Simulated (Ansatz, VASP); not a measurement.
# One calculation of BN, two programs

```
N B
1.0
     0.00000    3.49532    2.16609
     1.25163    0.00000    2.16609
     1.25163    3.49532    0.00000
N B
1 1
Direct
  0.66665 0.66665 0.33335
  0.00005 0.00005 0.99995
```

Alike in both runs: functional PBE0; k mesh 8 × 8 × 8; occupations fermi-dirac, width 0.05 eV; no spin polarisation.

|  | VASP | Ansatz |
| --- | --- | --- |
| version | VASP 6.6.1 | Ansatz 0.2.0 |
| potentials or method | VASP PAW PBE potentials, release 64 (N, B) | Ansatz PAW |
| plane-wave cutoff (eV) | 520 | 420 |
| valence electrons in the cell | 8 | 8 |
| task | single point | band structure |

Ansatz gave:

- gap on the k mesh at the Fermi level (eV): 5.80
- least direct gap on the mesh (eV): 6.92
- pressure (GPa): -1.6
- traceless stress, the component that is largest in VASP (GPa): 2.87
- rms of the force components (eV/Å): 0.006

**Question.** Estimate VASP's values.

**Answer.** gap on the k mesh at the Fermi level (eV): 5.80; least direct gap on the mesh (eV): 6.93; pressure (GPa): -1.4; traceless stress, the component that is largest in VASP (GPa): 2.48; rms of the force components (eV/Å): 0.006.

Atom by atom the forces differ by 0.000 eV/Å (rms over components). The functional is the same, so the differences come from potentials, cutoffs and numerics.
